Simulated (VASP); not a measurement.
# SiNi2 (P6_3/mmc) in VASP: a series of runs

SiNi2 is run at these levels: PBE; tasks: relaxation of shape and atoms at fixed volume, relaxation of cell and atoms.

Program: VASP 6.6.1. These are calculated values, not measurements. Logs are shortened: lines on timing, memory, paths and dates and some standing lists are left out, and cuts for length are marked.

### Step 1. The cell of the first run

It takes space group P6_3/mmc (No. 194, hexagonal). Conventional cell: a = 4.025 Å, b = 4.025 Å, c = 5.185 Å, α = 90.00°, β = 90.00°, γ = 120.00°. Within 3.1 Å of Si (site symmetry -6m2) lie 11 Ni at 2.32 to 2.66 Å. Ni (site symmetry -3m) has 8 Ni at 2.59 to 2.66 Å and 6 Si at 2.66 Å within 3.4 Å. Ni (site symmetry -6m2) has 5 Si at 2.32 to 2.59 Å and 6 Ni at 2.66 Å within 3.1 Å.

### Step 2. Relaxation of shape and atoms at fixed volume, PBE (12.13 Å³/atom)

INCAR

```
SYSTEM = SiNi2
  ALGO = Normal
  EDIFF = 1E-7
  EDIFFG = -0.01
  ENCUT = 600
  GGA = PE
  GGA_COMPAT = .False.
  IBRION = 2
  ISIF = 4
  ISMEAR = 0
  LASPH = .True.
  LCHARG = .False.
  LREAL = .False.
  LWAVE = .False.
  NELM = 120
  NELMIN = 4
  NSW = 50
  PREC = Accurate
  SIGMA = 0.1
```

KPOINTS

```
k-points
0
Gamma
  12 12 8
  0 0 0
```

POSCAR

```
SiNi2
1.0
    4.0254331300      0.0000000000      0.0000000000
   -2.0127165650      3.4861273518      0.0000000000
    0.0000000000      0.0000000000      5.1853217825
Si Ni
2 4
Direct
    0.3333333333      0.6666666667      0.7500000000
    0.6666666667      0.3333333333      0.2500000000
    0.0000000000      0.0000000000      0.0000000000
    0.0000000000      0.0000000000      0.5000000000
    0.3333333333      0.6666666667      0.2500000000
    0.6666666667      0.3333333333      0.7500000000
```

Potentials or basis: VASP PAW PBE potentials, release 64 (Si, Ni).

Launch:

```sh
$ cat potpaw_PBE.64/Si/POTCAR potpaw_PBE.64/Ni/POTCAR > POTCAR
$ mpirun -np 1 vasp_std > vasp.out
```

OUTCAR:

```text
SYSTEM = SiNi2
   EDIFF = 1E-7
   EDIFFG = -0.01
   ENCUT = 600
   GGA = PE
   IBRION = 2
   ISIF = 4
   ISMEAR = 0
   LASPH = .True.
   LREAL = .False.
   NELM = 120
   NELMIN = 4
   NSW = 50
   PREC = Accurate

 ion  position               nearest neighbor table
   1  0.333  0.667  0.750-   6 2.32   6 2.32   6 2.32   5 2.59   5 2.59   3 2.66   4 2.66   4 2.66
                             3 2.66   4 2.66   3 2.66
   2  0.667  0.333  0.250-   5 2.32   5 2.32   5 2.32   6 2.59   6 2.59   3 2.66   4 2.66   3 2.66
                             4 2.66   3 2.66   4 2.66
   3  0.000  0.000  0.000-   4 2.59   4 2.59   1 2.66   5 2.66   6 2.66   2 2.66   1 2.66   5 2.66
                             2 2.66   6 2.66   2 2.66   6 2.66   1 2.66   5 2.66
   4  0.000  0.000  0.500-   3 2.59   3 2.59   1 2.66   5 2.66   6 2.66   2 2.66   1 2.66   5 2.66
                             2 2.66   6 2.66   2 2.66   6 2.66   1 2.66   5 2.66
   5  0.333  0.667  0.250-   2 2.32   2 2.32   2 2.32   1 2.59   1 2.59   3 2.66   4 2.66   4 2.66
                             3 2.66   4 2.66   3 2.66
   6  0.667  0.333  0.750-   1 2.32   1 2.32   1 2.32   2 2.59   2 2.59   3 2.66   4 2.66   3 2.66
                             4 2.66   3 2.66   4 2.66

  LATTYP: Found a hexagonal cell.
 ALAT       =     4.0254331300
 C/A-ratio  =     1.2881400871

  Lattice vectors:

 A1 = (   4.0254331300,   0.0000000000,   0.0000000000)
 A2 = (  -2.0127165650,   3.4861273518,   0.0000000000)
 A3 = (   0.0000000000,   0.0000000000,   5.1853217825)

Analysis of symmetry for initial positions (statically):
=====================================================================
 Subroutine PRICEL returns:
 Original cell was already a primitive cell.

 Routine SETGRP: Setting up the symmetry group for a
 hexagonal supercell.

 Subroutine GETGRP returns: Found 24 space group operations
 (whereof 12 operations were pure point group operations)
 out of a pool of 24 trial point group operations.

The static configuration has the point symmetry D_3d.
 The point group associated with its full space group is D_6h.

Analysis of symmetry for dynamics (positions and initial velocities):
=====================================================================
 Subroutine PRICEL returns:
 Original cell was already a primitive cell.

 Routine SETGRP: Setting up the symmetry group for a
 hexagonal supercell.

 Subroutine GETGRP returns: Found 24 space group operations
 (whereof 12 operations were pure point group operations)
 out of a pool of 24 trial point group operations.

The dynamic configuration has the point symmetry D_3d.
 The point group associated with its full space group is D_6h.

 Subroutine INISYM returns: Found 24 space group operations
 (whereof 12 operations are pure point group operations),
 and found     1 'primitive' translations

----------------------------------------------------------------------------------------

                                     Primitive cell

  volume of cell :      72.7665

  direct lattice vectors                    reciprocal lattice vectors
     4.025433130  0.000000000  0.000000000     0.248420472  0.143425627  0.000000000
    -2.012716565  3.486127352  0.000000000     0.000000000  0.286851253  0.000000000
     0.000000000  0.000000000  5.185321782     0.000000000  0.000000000  0.192852062

  length of vectors
     4.025433130  4.025433130  5.185321782     0.286851253  0.286851253  0.192852062

  position of ions in fractional coordinates (direct lattice)
     0.333333333  0.666666667  0.750000000
     0.666666667  0.333333333  0.250000000
     0.000000000  0.000000000  0.000000000
     0.000000000  0.000000000  0.500000000
     0.333333333  0.666666667  0.250000000
     0.666666667  0.333333333  0.750000000

  ion indices of the primitive-cell ions
   primitive index   ion index
                 1           1
                 2           2
                 3           3
                 4           4
                 5           5
                 6           6

----------------------------------------------------------------------------------------

 KPOINTS: k-points

Automatic generation of k-mesh.
 Grid dimensions read from file:
 generate k-points for:   12   12    8

 Generating k-lattice:

  Cartesian coordinates                     Fractional coordinates (reciprocal lattice)
     0.020701706  0.011952136  0.000000000     0.083333333 -0.000000000  0.000000000
     0.000000000  0.023904271  0.000000000     0.000000000  0.083333333  0.000000000
     0.000000000  0.000000000  0.024106508     0.000000000  0.000000000  0.125000000

  Length of vectors
     0.023904271  0.023904271  0.024106508

  Shift w.r.t. Gamma in fractional coordinates (k-lattice)
     0.000000000  0.000000000  0.000000000

 Subroutine IBZKPT returns following result:
 ===========================================

 Found     95 irreducible k-points:

 Following reciprocal coordinates:
            Coordinates               Weight
  0.000000  0.000000  0.000000      1.000000
  0.083333 -0.000000  0.000000      6.000000
  0.166667  0.000000  0.000000      6.000000
  0.250000  0.000000  0.000000      6.000000
  0.333333  0.000000  0.000000      6.000000
  0.416667 -0.000000  0.000000      6.000000
[... 16 lines left out ...]
  0.250000  0.000000  0.125000     12.000000
  0.333333  0.000000  0.125000     12.000000
 [... further k-points ...]
   k-points           NKPTS =     95   k-points in BZ     NKDIM =     95   number of bands    NBANDS=     28
   number of dos      NEDOS =    301   number of ions     NIONS =      6
   total plane-waves  NPLWV =  43008
   dimension x,y,z NGX =    32 NGY =   32 NGZ =   42
   dimension x,y,z NGXF=    64 NGYF=   64 NGZF=   84
   ions per type =               2   4
   NGX,Y,Z   is equivalent  to a cutoff of  13.22, 13.22, 13.47 a.u.
   NGXF,Y,Z  is equivalent  to a cutoff of  26.43, 26.43, 26.93 a.u.
 SYSTEM =  SiNi2
   PREC   = accura    normal or accurate (medium, high low for compatibility)
   ISTART =      0    job   : 0-new  1-cont  2-samecut
   ICHARG =      2    charge: 1-file 2-atom 10-const
   ISPIN  =      1    spin polarized calculation?
   LNONCOLLINEAR =      F non collinear calculations
   LSORBIT =      F    spin-orbit coupling
   LASPH  =      T    aspherical Exc in radial PAW
   ENCUT  =  600.0 eV  44.10 Ry    6.64 a.u.   8.04  8.04 10.36*2*pi/ulx,y,z
   NELM   =    120;   NELMIN=  4; NELMDL= -5     # of ELM steps
   EDIFF  = 0.1E-06   stopping-criterion for ELM
   LREAL  =      F    real-space projection
   EDIFFG = -.1E-01   stopping-criterion for IOM
   NSW    =     50    number of steps for IOM
   IBRION =      2    ionic relax: 0-MD 1-quasi-New 2-CG
   NFREE  =      1    steps in history (QN), initial steepest desc. (CG)
   ISIF   =      4    stress and relaxation
   ISYM   =      2    0-nonsym 1-usesym 2-fastsym
   POTIM  = 0.5000    time-step for ionic-motion
   TEBEG  =    0.0;   TEEND  =   0.0 temperature during run
   PSTRESS=    0.0 pullay stress
   NELECT =      48.0000    total number of electrons
   NUPDOWN=      -1.0000    fix difference up-down
   EMIN   =  10.00;   EMAX   =-10.00  energy-range for DOS
   EFERMI =   0.00;   METHOD = LEGACY
   ISMEAR =     0;   SIGMA  =   0.10  broadening in eV -4-tet -1-fermi 0-gaus
   EFERMI_NEDOS =   21; number of points for ismear=-14 and -15
   IALGO  =     38    algorithm
   IMIX   =      4    mixing-type and parameters
     AMIX     =   0.40;   BMIX     =  1.00
     AMIX_MAG =   1.60;   BMIX_MAG =  1.00
  volume/ion in A,a.u.               =      12.13        81.84
  Fermi-wavevector in a.u.,A,eV,Ry     =   1.425098  2.693045 27.632129  2.030904
  Thomas-Fermi vector in A             =   2.545518
   LORBIT       =      0    0 simple, 1 ext, 2 COOP (PROOUT), +10 PAW based schemes
   GGA     = PE    functional components
   LHFCALC =     F    Hartree Fock is set to
   AEXX    =    0.0000 exact exchange contribution
   IVDW    =     0    specifies the selected vdW correction
   LEPSILON=     F    determine dielectric tensor
   LRPA    =     F    only Hartree local field effects (RPA)
 conjugate gradient relaxation of ions
 non-spin polarized calculation
 Gauss-broadening in eV      SIGMA  =   0.10
  energy-cutoff  :      600.00
  volume of cell :       72.77
 maximum number of plane-waves:      2456
   NGX = 17   NGY = 17   NGZ = 21

--------------------------------------- Ionic step        1  -------------------------------------------

 number of electron      47.9999985 magnetization

 Free energy of the ion-electron system (eV)
  ---------------------------------------------------
  ext. energy  EPLUGINS =         0.00000000
  ---------------------------------------------------
  free energy    TOTEN  =       -35.42560050 eV

  energy without entropy =      -35.40498356  energy(sigma->0) =      -35.41529203

------------------------ aborting loop because EDIFF is reached ----------------------------------------

  FORCE on cell =-STRESS in cart. coord.  units (eV):
  Direction    XX          YY          ZZ          XY          YZ          ZX
  --------------------------------------------------------------------------------------
  -------------------------------------------------------------------------------------
  Total       -7.1186505     -7.1186505     -6.6399651     -0.0000000      0.0000000      0.0000000
  in kB     -156.7388569   -156.7388569   -146.1991346     -0.0000000      0.0000000      0.0000000
  external PRESSURE =    -153.2256161 kB  Pullay stress =       0.0000000 kB
[... 65 lines left out ...]
  energy  without entropy=      -35.4058117528  energy(sigma->0) =      -35.41614808

--------------------------------------- Ionic step        3  -------------------------------------------

 number of electron      47.9999984 magnetization

 Free energy of the ion-electron system (eV)
  ---------------------------------------------------
  ext. energy  EPLUGINS =         0.00000000
  ---------------------------------------------------
  free energy    TOTEN  =       -35.42669354 eV

  energy without entropy =      -35.40598244  energy(sigma->0) =      -35.41633799

 E-fermi :   9.5796     XC(G=0): -12.3848

 val. band max:        9.5717345754   @ k =   0.3333   0.2500   0.1250
 cond. band min:       9.5860492533   @ k =   0.1667   0.1667   0.1250
 fundamental gap:      0.0143146779
 Fermi energy:         9.5795963686

 k-point     1 :       0.0000    0.0000    0.0000
  band No.  band energies     occupation
      1      -2.1318      2.00000
      2       1.7229      2.00000
      3       3.7659      2.00000
      4       5.1660      2.00000
      5       5.1660      2.00000
      6       6.1424      2.00000
[... 733 lines left out ...]
     27      11.9571      0.00000
     28      12.5195      0.00000

 [... further k-points ...]

------------------------ aborting loop because EDIFF is reached ----------------------------------------

  FORCE on cell =-STRESS in cart. coord.  units (eV):
  Direction    XX          YY          ZZ          XY          YZ          ZX
  --------------------------------------------------------------------------------------
  -------------------------------------------------------------------------------------
  Total       -6.8964641     -6.8964641     -6.8787828      0.0000000      0.0000000     -0.0000000
  in kB     -151.8467443   -151.8467442   -151.4574359      0.0000000      0.0000000     -0.0000000
  external PRESSURE =    -151.7169748 kB  Pullay stress =       0.0000000 kB
[... 21 lines left out ...]
  FREE ENERGIE OF THE ION-ELECTRON SYSTEM (eV)
  ---------------------------------------------------
  free  energy   TOTEN  =       -35.4266935406 eV

  energy  without entropy=      -35.4059824381  energy(sigma->0) =      -35.41633799

 reached required accuracy - stopping structural energy minimisation
```

Wall time 6 min (1 thread of Intel Xeon Platinum 8375C at 2.90GHz (Ice Lake), shared host); peak memory 0.34 GiB.

What came out:

- Free energy: -35.4267 eV
- Energy gained by relaxing: 0.2 meV/atom
- Ionic steps: 3
- Pressure after relaxing: -15.2 GPa
- Band gap on the k mesh: zero (bands 24 and 25 overlap by 2.86 eV)

The path:
```
step  energy change (eV)  largest force (eV/Å)  pressure (GPa)  volume (Å³)
   1              0.0000                0.0000          -15.32        72.77
   2             -0.0009                0.0000          -15.23        72.77
   3             -0.0011                0.0000          -15.17        72.77
```

Final structure:
```
Si Ni
1.0
     4.01663    0.00000    0.00000
    -2.00832    3.47850    0.00000
     0.00000    0.00000    5.20807
Si Ni
2 4
Direct
  0.33333 0.66667 0.75000
  0.66667 0.33333 0.25000
  0.00000 0.00000 0.00000
  0.00000 0.00000 0.50000
  0.33333 0.66667 0.25000
  0.66667 0.33333 0.75000
```

Spin polarisation is off, so any magnetic state and its effect on volume and gap are missing.

(Continued in part 2 of 2.)
